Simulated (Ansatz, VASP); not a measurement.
## One calculation of BeTe, two programs

Contents of INCAR:

```
ALGO     = Normal         # electronic algorithm
EDIFF    = 1E-6           # SCF threshold, eV
ENCUT    = 520            # plane-wave cutoff, eV
GGA      = PE             # functional
ISIF     = 2              # what is computed and relaxed
ISMEAR   = 0              # smearing method
LASPH    = T              # aspherical terms in the spheres
LCHARG   = T              # write CHGCAR
LELF     = T              # ELF
LREAL    = F              # projectors in reciprocal space
LVHAR    = T            
LWAVE    = F              # write WAVECAR
NBANDS   = 11             # bands
NELM     = 60             # most SCF steps
PREC     = Accurate       # precision mode
SIGMA    = 0.05           # smearing width, eV
```

Contents of KPOINTS:

```
k-points
0
Gamma
  8 8 8
```

Contents of POSCAR:

```
BeTe
1.0
    0.0000000000      2.8531000000      2.7700000000
    2.8531000000      0.0000000000      2.7700000000
    2.8531000000      2.8531000000      0.0000000000
Be Te
1 1
Direct
    0.0000000000      0.0000000000      0.0000000000
    0.7500000000      0.7500000000      0.7500000000
```

Input for Ansatz:

```yaml
crystal:
  lattice:
    - [0.0, 2.8531, 2.77]
    - [2.8531, 0.0, 2.77]
    - [2.8531, 2.8531, 0.0]
  atoms:
    - { symbol: Be, position: [0.0, 0.0, 0.0] }
    - { symbol: Te, position: [0.75, 0.75, 0.75] }
basis:
  ecutwfc: 420
kpoints:
  mp_grid: { grid: [8, 8, 8] }
hamiltonian:
  xc: pbe
scf:
  occupations: { method: gaussian, width: 0.05 }
output:
  forces: true
  stress: true
  eigenvalues: true
```

Change from the starting cell: strain +0.030 along x and y, +0.000 along z, atoms carried along.

Alike in both runs: task single point; functional PBE; k mesh 8 × 8 × 8; occupations gaussian, width 0.05 eV; no spin polarisation.

|  | VASP | Ansatz |
| --- | --- | --- |
| version | VASP 6.6.1 | Ansatz 0.2.0 |
| potentials or method | VASP PAW PBE potentials, release 64 (Be, Te), cutoff 520 eV | scalar-relativistic, plane waves, PAW |
| valence electrons in the cell | 8 | 18 |

|  | VASP | Ansatz | Ansatz less VASP |
| --- | --- | --- | --- |
| gap on the k mesh at the Fermi level (eV) | 1.77 | 1.78 | +0.014 |
| least direct gap on the mesh (eV) | 3.48 | 3.50 | +0.018 |
| pressure (GPa) | 0.5 | 0.4 | -0.14 |
| traceless stress, the component that is largest in VASP (GPa) | 1.12 | 1.13 | +0.005 |

VASP's potentials hold 8 valence electrons a cell and Ansatz's 18, so a difference there can come from the potentials and not from the codes.

Neither program's run includes spin-orbit coupling.
